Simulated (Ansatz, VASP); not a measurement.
One calculation of TiB2, two programs

```
Ti B
1.0
     3.02593    0.00000    0.00000
    -1.51296    2.62053    0.00000
     0.00000    0.00000    3.22877
Ti B
1 2
Direct
  0.00000 0.00000 0.00000
  0.20667 0.60333 0.50000
  0.79333 0.39667 0.50000
```

Alike in both runs: task single point; functional PBE; k mesh 10 × 10 × 9; occupations fermi-dirac, width 0.05 eV; no spin polarisation.

|  | VASP | Ansatz |
| --- | --- | --- |
| version | VASP 6.6.1 | Ansatz 0.2.0 |
| potentials or method | VASP PAW PBE potentials, release 64 (Ti_sv, B) | PAW with other files of Ansatz's library (level accurate), scalar-relativistic |
| plane-wave cutoff (eV) | 520 | 910 |
| valence electrons in the cell | 18 | 18 |

VASP gave:

| Property | Result |
| --- | --- |
| pressure (GPa) | 88.4 |
| traceless stress, the component that is largest in VASP (GPa) | 109.36 |
| rms of the force components (eV/Å) | 20.481 |

Q: What did Ansatz give for the same quantities?

A: Pressure (GPa): 86.6; traceless stress, the component that is largest in VASP (GPa): 107.19; rms of the force components (eV/Å): 20.092.

Atom by atom the forces differ by 0.388 eV/Å (rms over components). Both programs put the cell under a high pressure, so it lies far from rest at this level.

Noted on VASP's run: the cell as given lies far from equilibrium.
